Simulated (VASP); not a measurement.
# Pd (Fm-3m) in VASP: single point with PBE

Aim: the single point of Pd with PBE.

Everything below comes from runs of VASP 6.6.1. Logs are shortened: lines on timing, memory, paths and dates and some standing lists are left out, and cuts for length are marked.

### Step 1. The cell of the first run

It takes space group Fm-3m (No. 225, cubic). The conventional cell has a = 3.890 Å, b = 3.890 Å, c = 3.890 Å, α = 90.00°, β = 90.00°, γ = 90.00°. Within 3.6 Å of Pd (site symmetry m-3m) lie 12 Pd at 2.75 Å.

### Step 2. Single point, PBE

The input, INCAR:

```
PREC = Accurate ; ENCUT = 520
EDIFF = 1E-7 ; ISMEAR = 0
SIGMA = 0.05 ; LREAL = F
LASPH = T ; NELM = 80
ALGO = Normal ; ISIF = 2
LWAVE = F ; LCHARG = F
GGA = PE ; NBANDS = 11
```

The input, KPOINTS:

```
Automatic mesh
0
Gamma
  18 18 18
```

The input, POSCAR:

```
Pd
1.0
    0.0000000000      1.9450000000      1.9450000000
    1.9450000000      0.0000000000      1.9450000000
    1.9450000000      1.9450000000      0.0000000000
Pd
1
Direct
    0.0000000000      0.0000000000      0.0000000000
```

Potentials or basis: VASP PAW PBE potentials, release 64 (Pd).

Run with:

```
> cat potpaw_PBE.64/Pd/POTCAR > POTCAR
> mpirun -np 1 vasp_std > vasp.out
```

OUTCAR:

```text
PREC = Accurate
   ENCUT = 520
   EDIFF = 1E-7
   ISMEAR = 0
   LREAL = F
   LASPH = T
   NELM = 80
   ISIF = 2
   GGA = PE

 ion  position               nearest neighbor table
   1  0.000  0.000  0.000-

  LATTYP: Found a face centered cubic cell.
 ALAT       =     3.8900000000

  Lattice vectors:

 A1 = (   0.0000000000,   1.9450000000,   1.9450000000)
 A2 = (   1.9450000000,   0.0000000000,   1.9450000000)
 A3 = (   1.9450000000,   1.9450000000,   0.0000000000)

Analysis of symmetry for initial positions (statically):
=====================================================================
 Subroutine PRICEL returns:
 Original cell was already a primitive cell.

 Routine SETGRP: Setting up the symmetry group for a
 face centered cubic supercell.

 Subroutine GETGRP returns: Found 48 space group operations
 (whereof 48 operations were pure point group operations)
 out of a pool of 48 trial point group operations.

The static configuration has the point symmetry O_h .

Analysis of symmetry for dynamics (positions and initial velocities):
=====================================================================
 Subroutine PRICEL returns:
 Original cell was already a primitive cell.

 Routine SETGRP: Setting up the symmetry group for a
 face centered cubic supercell.

 Subroutine GETGRP returns: Found 48 space group operations
 (whereof 48 operations were pure point group operations)
 out of a pool of 48 trial point group operations.

The dynamic configuration has the point symmetry O_h .

 Subroutine INISYM returns: Found 48 space group operations
 (whereof 48 operations are pure point group operations),
 and found     1 'primitive' translations

----------------------------------------------------------------------------------------

                                     Primitive cell

  volume of cell :      14.7160

  direct lattice vectors                    reciprocal lattice vectors
     0.000000000  1.945000000  1.945000000    -0.257069409  0.257069409  0.257069409
     1.945000000  0.000000000  1.945000000     0.257069409 -0.257069409  0.257069409
     1.945000000  1.945000000  0.000000000     0.257069409  0.257069409 -0.257069409

  length of vectors
     2.750645379  2.750645379  2.750645379     0.445257277  0.445257277  0.445257277

  position of ions in fractional coordinates (direct lattice)
     0.000000000  0.000000000  0.000000000

  ion indices of the primitive-cell ions
   primitive index   ion index
                 1           1

----------------------------------------------------------------------------------------

 KPOINTS: Automatic mesh

Automatic generation of k-mesh.
 Grid dimensions read from file:
 generate k-points for:   18   18   18

 Generating k-lattice:

  Cartesian coordinates                     Fractional coordinates (reciprocal lattice)
    -0.014281634  0.014281634  0.014281634     0.055555556  0.000000000  0.000000000
     0.014281634 -0.014281634  0.014281634     0.000000000  0.055555556  0.000000000
     0.014281634  0.014281634 -0.014281634     0.000000000  0.000000000  0.055555556

  Length of vectors
     0.024736515  0.024736515  0.024736515

  Shift w.r.t. Gamma in fractional coordinates (k-lattice)
     0.000000000  0.000000000  0.000000000

 Subroutine IBZKPT returns following result:
 ===========================================

 Found    195 irreducible k-points:

 Following reciprocal coordinates:
            Coordinates               Weight
  0.000000  0.000000  0.000000      1.000000
  0.055556  0.000000  0.000000      8.000000
  0.111111  0.000000  0.000000      8.000000
  0.166667  0.000000  0.000000      8.000000
  0.222222  0.000000  0.000000      8.000000
  0.277778  0.000000  0.000000      8.000000
[... 16 lines left out ...]
 -0.277778  0.055556  0.000000     24.000000
 -0.222222  0.055556  0.000000     24.000000
 [... further k-points ...]
   k-points           NKPTS =    195   k-points in BZ     NKDIM =    195   number of bands    NBANDS=     11
   number of dos      NEDOS =    301   number of ions     NIONS =      1
   total plane-waves  NPLWV =   8000
   dimension x,y,z NGX =    20 NGY =   20 NGZ =   20
   dimension x,y,z NGXF=    40 NGYF=   40 NGZF=   40
   ions per type =               1
   NGX,Y,Z   is equivalent  to a cutoff of  12.09, 12.09, 12.09 a.u.
   NGXF,Y,Z  is equivalent  to a cutoff of  24.18, 24.18, 24.18 a.u.
 SYSTEM =  unknown system
   PREC   = accura    normal or accurate (medium, high low for compatibility)
   ISTART =      0    job   : 0-new  1-cont  2-samecut
   ICHARG =      2    charge: 1-file 2-atom 10-const
   ISPIN  =      1    spin polarized calculation?
   LNONCOLLINEAR =      F non collinear calculations
   LSORBIT =      F    spin-orbit coupling
   LASPH  =      T    aspherical Exc in radial PAW
   ENCUT  =  520.0 eV  38.22 Ry    6.18 a.u.   5.11  5.11  5.11*2*pi/ulx,y,z
   NELM   =     80;   NELMIN=  2; NELMDL= -5     # of ELM steps
   EDIFF  = 0.1E-06   stopping-criterion for ELM
   LREAL  =      F    real-space projection
   EDIFFG = 0.1E-05   stopping-criterion for IOM
   NSW    =      0    number of steps for IOM
   IBRION =     -1    ionic relax: 0-MD 1-quasi-New 2-CG
   NFREE  =      0    steps in history (QN), initial steepest desc. (CG)
   ISIF   =      2    stress and relaxation
   ISYM   =      2    0-nonsym 1-usesym 2-fastsym
   POTIM  = 0.5000    time-step for ionic-motion
   TEBEG  =    0.0;   TEEND  =   0.0 temperature during run
   PSTRESS=    0.0 pullay stress
   NELECT =      10.0000    total number of electrons
   NUPDOWN=      -1.0000    fix difference up-down
   EMIN   =  10.00;   EMAX   =-10.00  energy-range for DOS
   EFERMI =   0.00;   METHOD = LEGACY
   ISMEAR =     0;   SIGMA  =   0.05  broadening in eV -4-tet -1-fermi 0-gaus
   EFERMI_NEDOS =   21; number of points for ismear=-14 and -15
   IALGO  =     38    algorithm
   IMIX   =      4    mixing-type and parameters
     AMIX     =   0.40;   BMIX     =  1.00
     AMIX_MAG =   1.60;   BMIX_MAG =  1.00
  volume/ion in A,a.u.               =      14.72        99.31
  Fermi-wavevector in a.u.,A,eV,Ry     =   1.439280  2.719844 28.184827  2.071526
  Thomas-Fermi vector in A             =   2.558153
   LORBIT       =      0    0 simple, 1 ext, 2 COOP (PROOUT), +10 PAW based schemes
   GGA     = PE    functional components
   LHFCALC =     F    Hartree Fock is set to
   AEXX    =    0.0000 exact exchange contribution
   IVDW    =     0    specifies the selected vdW correction
   LEPSILON=     F    determine dielectric tensor
   LRPA    =     F    only Hartree local field effects (RPA)
 non-spin polarized calculation
 Gauss-broadening in eV      SIGMA  =   0.05
  energy-cutoff  :      520.00
  volume of cell :       14.72
 maximum number of plane-waves:       411
   NGX = 11   NGY = 11   NGZ = 11

 number of electron      10.0000000 magnetization

 Free energy of the ion-electron system (eV)
  ---------------------------------------------------
  ext. energy  EPLUGINS =         0.00000000
  ---------------------------------------------------
  free energy    TOTEN  =        -5.20872588 eV

  energy without entropy =       -5.20538224  energy(sigma->0) =       -5.20705406

 E-fermi :   9.8158     XC(G=0): -13.1995

 val. band max:        9.8015310160   @ k =   0.5000   0.2778   0.0556
 cond. band min:       9.8159590082   @ k =   0.5000   0.1111   0.0000
 fundamental gap:      0.0144279923
 Fermi energy:         9.8158007883

 k-point     1 :       0.0000    0.0000    0.0000
  band No.  band energies     occupation
      1       2.6647      2.00000
      2       6.9719      2.00000
      3       6.9719      2.00000
      4       6.9719      2.00000
      5       8.5892      2.00000
      6       8.5892      2.00000
      7      27.0158      0.00000
      8      31.8076      0.00000
      9      31.8076      0.00000
     10      31.8076      0.00000
     11      36.0375      0.00000

 k-point     2 :       0.0556    0.0000    0.0000
  band No.  band energies     occupation
      1       2.7774      2.00000
      2       6.9314      2.00000
      3       7.0113      2.00000
      4       7.0113      2.00000
      5       8.5701      2.00000
      6       8.5701      2.00000
      7      27.1370      0.00000
      8      31.0462      0.00000
      9      31.9378      0.00000
     10      31.9378      0.00000
     11      36.0849      0.00000

 k-point     3 :       0.1111    0.0000    0.0000
  band No.  band energies     occupation
      1       3.1030      2.00000
      2       6.8307      2.00000
      3       7.1142      2.00000
      4       7.1142      2.00000
      5       8.5300      2.00000
      6       8.5300      2.00000
      7      27.4080      0.00000
      8      29.5073      0.00000
      9      32.3079      0.00000
     10      32.3079      0.00000
     11      36.1127      0.00000

 k-point     4 :       0.1667    0.0000    0.0000
  band No.  band energies     occupation
      1       3.5940      2.00000
      2       6.7369      2.00000
      3       7.2293      2.00000
      4       7.2293      2.00000
      5       8.5242      2.00000
      6       8.5242      2.00000
      7      27.0976      0.00000
      8      28.3321      0.00000
      9      32.8462      0.00000
     10      32.8462      0.00000
     11      36.0986      0.00000
[... 239 lines left out ...]
 k-point    22 :      -0.3333    0.0556    0.0000
  band No.  band energies     occupation
      1       4.6950      2.00000
      2       7.0567      2.00000
      3       7.1395      2.00000
      4       8.1187      2.00000
      5       9.1156      2.00000
      6       9.8501      0.33225
      7      20.6901      0.00000
      8      27.1566      0.00000
      9      30.9721      0.00000
     10      33.0503      0.00000
     11      35.9012      0.00000

 k-point    23 :      -0.2778    0.0556    0.0000
  band No.  band energies     occupation
      1       4.6563      2.00000
      2       7.1204      2.00000
      3       7.2521      2.00000
      4       7.3482      2.00000
      5       8.7584      2.00000
      6       9.3671      2.00000
      7      22.7285      0.00000
      8      27.6656      0.00000
      9      31.6069      0.00000
     10      34.5183      0.00000
     11      34.9856      0.00000

 k-point    24 :      -0.2222    0.0556    0.0000
  band No.  band energies     occupation
      1       4.3776      2.00000
      2       6.7516      2.00000
      3       7.2979      2.00000
      4       7.3317      2.00000
      5       8.4690      2.00000
      6       8.9975      2.00000
      7      24.7743      0.00000
      8      28.0754      0.00000
      9      32.0618      0.00000
     10      34.4315      0.00000
     11      34.8258      0.00000

 [... further k-points ...]
[... 5 lines left out ...]
  --------------------------------------------------------------------------------------
  -------------------------------------------------------------------------------------
  Total        0.6533207      0.6533207      0.6533207      0.0000000      0.0000000     -0.0000000
  in kB       71.1292410     71.1292410     71.1292410      0.0000000      0.0000000     -0.0000000
  external PRESSURE =      71.1292410 kB  Pullay stress =       0.0000000 kB

 VOLUME and BASIS-vectors are now :
 -----------------------------------------------------------------------------
  energy-cutoff  :      520.00
  volume of cell :       14.72
      direct lattice vectors                 reciprocal lattice vectors
     0.000000000  1.945000000  1.945000000    -0.257069409  0.257069409  0.257069409
     1.945000000  0.000000000  1.945000000     0.257069409 -0.257069409  0.257069409
     1.945000000  1.945000000  0.000000000     0.257069409  0.257069409 -0.257069409

 POSITION                                       TOTAL-FORCE (eV/Angst)
 -----------------------------------------------------------------------------------
      0.00000      0.00000      0.00000        -0.000000      0.000000      0.000000
 -----------------------------------------------------------------------------------
    total drift:                                0.000000      0.000000      0.000000

  FREE ENERGIE OF THE ION-ELECTRON SYSTEM (eV)
  ---------------------------------------------------
  free  energy   TOTEN  =        -5.2087258810 eV

  energy  without entropy=       -5.2053822359  energy(sigma->0) =       -5.20705406
```

It took 16 s on 1 thread of Intel Xeon Platinum 8559C (Emerald Rapids), shared host; peak memory 0.14 GiB.

What came out:

```yaml
Free_energy: -5.2087 eV
Pressure: 7.1 GPa
Band_gap_on_the_k_mesh: zero (band 5 reaches 10.11 eV, above the bottom of band 6 at 8.52 eV)
```
